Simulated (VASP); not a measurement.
# LiS3 (P4mm) in VASP: further runs

LiS3 is run at these levels: PBE; tasks: relaxation of cell and atoms, single point.

Everything below comes from runs of VASP 6.6.1. Logs are shortened: lines on timing, memory, paths and dates and some standing lists are left out, and cuts for length are marked.

## Step 1: The cell of the first run

The structure is tetragonal, space group P4mm (No. 99). Conventional cell: a = 5.000 Å, b = 5.000 Å, c = 5.000 Å, α = 90.00°, β = 90.00°, γ = 90.00°. Within 3.1 Å of Li (site symmetry 4mm) lie 6 S at 2.37 to 2.63 Å. Within 3.3 Å of S (site symmetry 2mm) lie 2 Li at 2.50 Å. Within 3.1 Å of S (site symmetry 4mm) lie 2 Li at 2.37 to 2.63 Å.

## Step 2: Relaxation of cell and atoms, PBE

Contents of INCAR:

```
PREC = Accurate
ENCUT = 600
EDIFF = 1E-6
ISMEAR = 0
SIGMA = 0.1
LREAL = False
LASPH = True
NELM = 100
ALGO = Normal
ISIF = 3
LWAVE = False
LCHARG = False
GGA = PE
IBRION = 2
NSW = 90
EDIFFG = -0.04
```

Contents of KPOINTS:

```
regular mesh
0
Gamma
  4 4 4
```

Contents of POSCAR:

```
LiS3
1.0
    5.0000000000      0.0000000000      0.0000000000
    0.0000000000      5.0000000000      0.0000000000
    0.0000000000      0.0000000000      5.0000000000
Li S
1 3
Direct
    0.0000000000      0.0000000000      0.9733260700
    0.0000000000      0.5000000000      0.0000000000
    0.5000000000      0.0000000000      0.0000000000
    0.0000000000      0.0000000000      0.5000000000
```

Potentials or basis: VASP PAW PBE potentials, release 64 (Li_sv, S).

Command:

```sh
cat potpaw_PBE.64/Li_sv/POTCAR potpaw_PBE.64/S/POTCAR > POTCAR
mpirun -np 1 vasp_std > vasp.out
```

OUTCAR:

```text
PREC = Accurate
   ENCUT = 600
   EDIFF = 1E-6
   ISMEAR = 0
   LREAL = False
   LASPH = True
   NELM = 100
   ISIF = 3
   GGA = PE
   IBRION = 2
   NSW = 90
   EDIFFG = -0.04

 ion  position               nearest neighbor table
   1  0.000  0.000  0.973-   4 2.37   3 2.50   2 2.50   2 2.50   3 2.50   4 2.63
   2  0.000  0.500  0.000-   1 2.50   1 2.50
   3  0.500  0.000  0.000-   1 2.50   1 2.50
   4  0.000  0.000  0.500-   1 2.37   1 2.63

  LATTYP: Found a simple cubic cell.
 ALAT       =     5.0000000000

  Lattice vectors:

 A1 = (   5.0000000000,   0.0000000000,   0.0000000000)
 A2 = (   0.0000000000,   5.0000000000,   0.0000000000)
 A3 = (   0.0000000000,   0.0000000000,   5.0000000000)

Analysis of symmetry for initial positions (statically):
=====================================================================
 Subroutine PRICEL returns:
 Original cell was already a primitive cell.

 Routine SETGRP: Setting up the symmetry group for a
 simple cubic supercell.

 Subroutine GETGRP returns: Found  8 space group operations
 (whereof  8 operations were pure point group operations)
 out of a pool of 48 trial point group operations.

The static configuration has the point symmetry C_4v.

Analysis of symmetry for dynamics (positions and initial velocities):
=====================================================================
 Subroutine PRICEL returns:
 Original cell was already a primitive cell.

 Routine SETGRP: Setting up the symmetry group for a
 simple cubic supercell.

 Subroutine GETGRP returns: Found  8 space group operations
 (whereof  8 operations were pure point group operations)
 out of a pool of 48 trial point group operations.

The dynamic configuration has the point symmetry C_4v.

 Subroutine INISYM returns: Found  8 space group operations
 (whereof  8 operations are pure point group operations),
 and found     1 'primitive' translations

----------------------------------------------------------------------------------------

                                     Primitive cell

  volume of cell :     125.0000

  direct lattice vectors                    reciprocal lattice vectors
     5.000000000  0.000000000  0.000000000     0.200000000  0.000000000  0.000000000
     0.000000000  5.000000000  0.000000000     0.000000000  0.200000000  0.000000000
     0.000000000  0.000000000  5.000000000     0.000000000  0.000000000  0.200000000

  length of vectors
     5.000000000  5.000000000  5.000000000     0.200000000  0.200000000  0.200000000

  position of ions in fractional coordinates (direct lattice)
     0.000000000  0.000000000  0.973326070
     0.000000000  0.500000000  0.000000000
     0.500000000  0.000000000  0.000000000
     0.000000000  0.000000000  0.500000000

  ion indices of the primitive-cell ions
   primitive index   ion index
                 1           1
                 2           2
                 3           3
                 4           4

----------------------------------------------------------------------------------------

 KPOINTS: regular mesh

Automatic generation of k-mesh.
 Grid dimensions read from file:
 generate k-points for:    4    4    4

 Generating k-lattice:

  Cartesian coordinates                     Fractional coordinates (reciprocal lattice)
     0.050000000  0.000000000  0.000000000     0.250000000  0.000000000  0.000000000
     0.000000000  0.050000000  0.000000000     0.000000000  0.250000000  0.000000000
     0.000000000  0.000000000  0.050000000     0.000000000  0.000000000  0.250000000

  Length of vectors
     0.050000000  0.050000000  0.050000000

  Shift w.r.t. Gamma in fractional coordinates (k-lattice)
     0.000000000  0.000000000  0.000000000

 Subroutine IBZKPT returns following result:
 ===========================================

 Found     18 irreducible k-points:

 Following reciprocal coordinates:
            Coordinates               Weight
  0.000000  0.000000  0.000000      1.000000
  0.250000  0.000000  0.000000      4.000000
  0.000000  0.000000  0.250000      2.000000
  0.500000  0.000000  0.000000      2.000000
  0.000000  0.000000  0.500000      1.000000
  0.250000  0.250000  0.000000      4.000000
[... 10 lines left out ...]
  0.250000  0.500000  0.500000      4.000000
  0.500000  0.500000  0.500000      1.000000
   k-points           NKPTS =     18   k-points in BZ     NKDIM =     18   number of bands    NBANDS=     14
   number of dos      NEDOS =    301   number of ions     NIONS =      4
   total plane-waves  NPLWV =  64000
   dimension x,y,z NGX =    40 NGY =   40 NGZ =   40
   dimension x,y,z NGXF=    80 NGYF=   80 NGZF=   80
   ions per type =               1   3
   NGX,Y,Z   is equivalent  to a cutoff of  13.30, 13.30, 13.30 a.u.
   NGXF,Y,Z  is equivalent  to a cutoff of  26.60, 26.60, 26.60 a.u.
 SYSTEM =  unknown system
   PREC   = accura    normal or accurate (medium, high low for compatibility)
   ISTART =      0    job   : 0-new  1-cont  2-samecut
   ICHARG =      2    charge: 1-file 2-atom 10-const
   ISPIN  =      1    spin polarized calculation?
   LNONCOLLINEAR =      F non collinear calculations
   LSORBIT =      F    spin-orbit coupling
   LASPH  =      T    aspherical Exc in radial PAW
   ENCUT  =  600.0 eV  44.10 Ry    6.64 a.u.   9.99  9.99  9.99*2*pi/ulx,y,z
   NELM   =    100;   NELMIN=  2; NELMDL= -5     # of ELM steps
   EDIFF  = 0.1E-05   stopping-criterion for ELM
   LREAL  =      F    real-space projection
   EDIFFG = -.4E-01   stopping-criterion for IOM
   NSW    =     90    number of steps for IOM
   IBRION =      2    ionic relax: 0-MD 1-quasi-New 2-CG
   NFREE  =      1    steps in history (QN), initial steepest desc. (CG)
   ISIF   =      3    stress and relaxation
   ISYM   =      2    0-nonsym 1-usesym 2-fastsym
   POTIM  = 0.5000    time-step for ionic-motion
   TEBEG  =    0.0;   TEEND  =   0.0 temperature during run
   PSTRESS=    0.0 pullay stress
   NELECT =      21.0000    total number of electrons
   NUPDOWN=      -1.0000    fix difference up-down
   EMIN   =  10.00;   EMAX   =-10.00  energy-range for DOS
   EFERMI =   0.00;   METHOD = LEGACY
   ISMEAR =     0;   SIGMA  =   0.10  broadening in eV -4-tet -1-fermi 0-gaus
   EFERMI_NEDOS =   21; number of points for ismear=-14 and -15
   IALGO  =     38    algorithm
   IMIX   =      4    mixing-type and parameters
     AMIX     =   0.40;   BMIX     =  1.00
     AMIX_MAG =   1.60;   BMIX_MAG =  1.00
  volume/ion in A,a.u.               =      31.25       210.89
  Fermi-wavevector in a.u.,A,eV,Ry     =   0.903326  1.707039 11.102329  0.815998
  Thomas-Fermi vector in A             =   2.026638
   LORBIT       =      0    0 simple, 1 ext, 2 COOP (PROOUT), +10 PAW based schemes
   GGA     = PE    functional components
   LHFCALC =     F    Hartree Fock is set to
   AEXX    =    0.0000 exact exchange contribution
   IVDW    =     0    specifies the selected vdW correction
   LEPSILON=     F    determine dielectric tensor
   LRPA    =     F    only Hartree local field effects (RPA)
 conjugate gradient relaxation of ions
 non-spin polarized calculation
 Gauss-broadening in eV      SIGMA  =   0.10
  energy-cutoff  :      600.00
  volume of cell :      125.00
 maximum number of plane-waves:      4224
 NGX is ok and might be reduce to    40
   NGX = 19   NGY = 19   NGZ = 19

--------------------------------------- Ionic step        1  -------------------------------------------

 number of electron      21.0000012 magnetization

 Free energy of the ion-electron system (eV)
  ---------------------------------------------------
  ext. energy  EPLUGINS =         0.00000000
  ---------------------------------------------------
  free energy    TOTEN  =       -10.36031525 eV

  energy without entropy =      -10.33447875  energy(sigma->0) =      -10.34739700

------------------------ aborting loop because EDIFF is reached ----------------------------------------

  FORCE on cell =-STRESS in cart. coord.  units (eV):
  Direction    XX          YY          ZZ          XY          YZ          ZX
  --------------------------------------------------------------------------------------
  -------------------------------------------------------------------------------------
  Total       -4.3648552     -4.3648552     -4.1051118      0.0000000     -0.0000000      0.0000000
  in kB      -55.9461770    -55.9461770    -52.6169366      0.0000000     -0.0000000      0.0000000
  external PRESSURE =     -54.8364302 kB  Pullay stress =       0.0000000 kB
[... 95 lines left out ...]
  FREE ENERGIE OF THE ION-ELECTRON SYSTEM (eV)
  ---------------------------------------------------
  free  energy   TOTEN  =       -11.3523402162 eV

  energy  without entropy=      -11.3282371534  energy(sigma->0) =      -11.34028868

 E-fermi :  -0.1411     XC(G=0):  -7.0406

 val. band max:       -0.1551034842   @ k =   0.5000   0.5000   0.5000
 cond. band min:      -0.1398129949   @ k =   0.2500   0.5000   0.5000
 fundamental gap:      0.0152904893
 Fermi energy:        -0.1410607616

 k-point     1 :       0.0000    0.0000    0.0000
  band No.  band energies     occupation
      1     -45.9509      2.00000
      2     -13.8974      2.00000
      3     -10.8474      2.00000
      4      -9.6378      2.00000
      5      -5.1042      2.00000
      6      -5.1042      2.00000
      7      -3.2881      2.00000
      8      -0.3838      1.99940
      9      -0.3271      1.99148
     10      -0.3271      1.99148
     11      -0.3267      1.99135
     12       3.3112      0.00000
     13       3.3112      0.00000
     14       4.1236      0.00000
[... 273 lines left out ...]
 k-point    18 :       0.5000    0.5000    0.5000
  band No.  band energies     occupation
      1     -45.9509      2.00000
      2     -12.9099      2.00000
      3     -11.4671      2.00000
      4     -11.4671      2.00000
      5      -3.4218      2.00000
      6      -2.2218      2.00000
      7      -2.2218      2.00000
      8      -2.1876      2.00000
      9      -0.8399      2.00000
     10      -0.1551      1.15742
     11      -0.1551      1.15742
     12       0.5363      0.00000
     13       0.6313      0.00000
     14       5.8984      0.00000

[... ionic steps 4 to 26 ...]

--------------------------------------- Ionic step       27  -------------------------------------------

 number of electron      20.9999994 magnetization

------------------------ aborting loop because EDIFF is reached ----------------------------------------

  FORCE on cell =-STRESS in cart. coord.  units (eV):
  Direction    XX          YY          ZZ          XY          YZ          ZX
  --------------------------------------------------------------------------------------
  -------------------------------------------------------------------------------------
  Total        0.0311320      0.0311320      0.1967906      0.0000000      0.0000000      0.0000000
  in kB        0.5194230      0.5194230      3.2833644      0.0000000      0.0000000      0.0000000
  external PRESSURE =       1.4407368 kB  Pullay stress =       0.0000000 kB
[... 61 lines left out ...]
  energy  without entropy=      -13.8212145143  energy(sigma->0) =      -13.83436840

--------------------------------------- Ionic step       29  -------------------------------------------

 number of electron      20.9999994 magnetization

 Free energy of the ion-electron system (eV)
  ---------------------------------------------------
  ext. energy  EPLUGINS =         0.00000000
  ---------------------------------------------------
  free energy    TOTEN  =       -13.84777829 eV

  energy without entropy =      -13.82159878  energy(sigma->0) =      -13.83468854

 E-fermi :   2.4155     XC(G=0):  -7.7289

 val. band max:        2.3918115193   @ k =   0.2500   0.2500   0.5000
 cond. band min:       2.4482346537   @ k =   0.0000   0.5000   0.2500
 fundamental gap:      0.0564231344
 Fermi energy:         2.4154750976

 k-point     1 :       0.0000    0.0000    0.0000
  band No.  band energies     occupation
      1     -44.7536      2.00000
      2     -14.0069      2.00000
      3      -9.1422      2.00000
      4      -7.6134      2.00000
      5      -4.9308      2.00000
      6      -4.9308      2.00000
      7      -2.2860      2.00000
      8       0.4001      2.00000
      9       1.0331      2.00000
     10       1.6482      2.00000
     11       1.6482      2.00000
     12       4.9356      0.00000
     13       4.9356      0.00000
     14       5.7788      0.00000
[... 318 lines left out ...]
  FREE ENERGIE OF THE ION-ELECTRON SYSTEM (eV)
  ---------------------------------------------------
  free  energy   TOTEN  =       -13.8477782945 eV

  energy  without entropy=      -13.8215987781  energy(sigma->0) =      -13.83468854

 reached required accuracy - stopping structural energy minimisation
```

Wall time 9.8 min (1 thread of AMD EPYC 9R45 (Zen 5), shared host); peak memory 0.22 GiB.

Results:

```
Free energy                            : -13.8478 eV
Relaxed volume                         : 24.19 Å³/atom
Relaxed cell                           : a = 4.449 Å, b = 4.449 Å, c = 4.889 Å, α = 90.00°, β = 90.00°, γ = 90.00°
Space group after relaxing (to 0.05 Å) : P4mm (No. 99)
Energy gained by relaxing              : 871.9 meV/atom
Ionic steps                            : 29
Pressure after relaxing                : 0.0 GPa
Largest force after relaxing           : 0.019 eV/Å
```

Forces in eV/Å, atoms in the order of the input:
```
Li   0.000  0.000  0.019
S    0.000  0.000 -0.015
S    0.000  0.000 -0.015
S    0.000  0.000  0.011
```

Step by step:
| step | energy change (eV) | largest force (eV/Å) | pressure (GPa) | volume (Å³) |
| --- | --- | --- | --- | --- |
| 1 | 0.0000 | 0.3642 | -5.48 | 125.00 |
| 2 | -0.6124 | 0.4749 | -4.70 | 106.63 |
| 3 | -0.9920 | 0.4796 | -1.55 | 89.59 |
| 4 | -1.0123 | 0.4140 | 1.00 | 82.99 |
| 5 | -1.0176 | 0.4416 | 0.07 | 85.07 |
| 6 | -1.0172 | 0.4332 | 0.37 | 84.37 |
| 7 | -1.0270 | 0.1332 | 0.41 | 84.29 |
| 8 | -1.0270 | 0.1580 | 0.41 | 84.28 |
| 9 | -1.0316 | 0.1729 | 0.06 | 85.12 |
| 10 | -1.0368 | 0.2011 | -0.77 | 87.29 |
| 11 | -1.0388 | 0.2061 | -0.81 | 87.42 |
| 12 | -1.0454 | 0.2195 | -0.94 | 87.79 |
| 13 | -1.0614 | 0.3083 | -1.19 | 88.54 |
| 14 | -1.1020 | 0.4576 | -1.68 | 90.06 |
| 15 | -1.2035 | 0.7607 | -2.46 | 93.15 |
| 16 | -1.5758 | 2.0883 | -3.46 | 99.52 |
| 17 | -2.7470 | 1.7692 | -4.96 | 113.09 |
| 18 | -2.6985 | 0.4863 | -4.84 | 118.55 |
| 19 | -2.7711 | 1.3074 | -4.95 | 114.84 |
| 20 | -2.7681 | 1.4608 | -4.95 | 114.24 |
| 21 | -3.0867 | 0.8999 | -4.04 | 108.51 |
| 22 | -3.4059 | 0.2386 | -1.27 | 99.36 |
| 23 | -3.4333 | 0.8847 | 0.73 | 95.21 |
| 24 | -3.4354 | 0.7252 | 0.21 | 96.18 |
| 25 | -3.4640 | 0.4513 | 0.21 | 95.98 |
| 26 | -3.4851 | 0.0859 | 0.28 | 95.58 |
| 27 | -3.4863 | 0.0695 | 0.14 | 96.03 |
| 28 | -3.4872 | 0.0422 | -0.11 | 96.91 |
| 29 | -3.4875 | 0.0191 | -0.01 | 96.78 |

Final structure:
```xyz
4
Lattice="4.4494 0.0000 0.0000 0.0000 4.4494 0.0000 0.0000 0.0000 4.8886" Properties=species:S:1:pos:R:3 pbc="T T T"
Li    0.0000    0.0000    3.9921
S     0.0000    2.2247    0.8360
S     2.2247    0.0000    0.8360
S     0.0000    0.0000    1.5385
```

Caveat: the cutoff is under 1.25 times the usual one of these potentials, so pressure, stress and relaxed cells hold a basis-set (Pulay) error; the volume moved by over 15 % at a fixed basis, so the end points are rough.

## Step 3: Single point, PBE

This run uses another cell than the first one, of 24.08 Å³/atom, 0.771 times its volume.

Contents of INCAR:

```
PREC = Accurate ; ENCUT = 520
EDIFF = 1E-6 ; ISMEAR = 0
SIGMA = 0.1 ; LREAL = False
LASPH = True ; NELM = 100
ALGO = Normal ; ISIF = 2
LWAVE = False ; LCHARG = False
GGA = PE ; NBANDS = 18
```

Contents of KPOINTS:

```
regular mesh
0
Gamma
  10 10 10
```

Contents of POSCAR:

```
LiS3
1.0
    4.4516001496      0.0000000000      0.0000000000
    0.0000000000      4.4516001496      0.0000000000
    0.0000000000      0.0000000000      4.8603315412
Li S
1 3
Direct
    0.0000000000      0.0000000000      0.8147503589
    0.0000000000      0.5000000000      0.1740648354
    0.5000000000      0.0000000000      0.1740648354
    0.0000000000      0.0000000000      0.3104460403
```

Potentials or basis: VASP PAW PBE potentials, release 64 (Li_sv, S).

Command:

```sh
cat potpaw_PBE.64/Li_sv/POTCAR potpaw_PBE.64/S/POTCAR > POTCAR
mpirun -np 1 vasp_std > vasp.out
```

Run time: 3.2 min. Hardware: 1 thread of AMD EPYC 9R45 (Zen 5), shared host; peak memory 0.27 GiB.

It converged, with:

```yaml
Free_energy: -14.0747 eV
Largest_force: 0.035 eV/Å
```

Forces in eV/Å, atoms in the order of the input:
```
Li   0.000  0.000  0.007
S    0.000  0.000  0.014
S    0.000  0.000  0.014
S    0.000  0.000 -0.035
```

Levels at points of the mesh, in eV from the Fermi level:
```tsv
k point	band 9	band 10	band 11	band 12	band 13	band 14
(0.00, 0.00, 0.00)	-1.17	-0.64	-0.64	2.95	2.95	3.55
(0.50, 0.00, 0.00)	-1.79	-1.35	0.14	0.71	3.06	3.67
(0.50, 0.50, 0.00)	-1.32	0.36	0.36	1.05	1.44	4.39
(0.00, 0.00, 0.50)	-1.22	-0.63	-0.63	2.16	2.16	4.80
(0.50, 0.00, 0.50)	-1.77	-1.28	0.28	0.69	2.33	5.35
(0.50, 0.50, 0.50)	-1.31	0.36	0.36	1.06	1.73	4.66
```

Caveat: the cutoff is under 1.25 times the usual one of these potentials, so pressure, stress and relaxed cells hold a basis-set (Pulay) error.
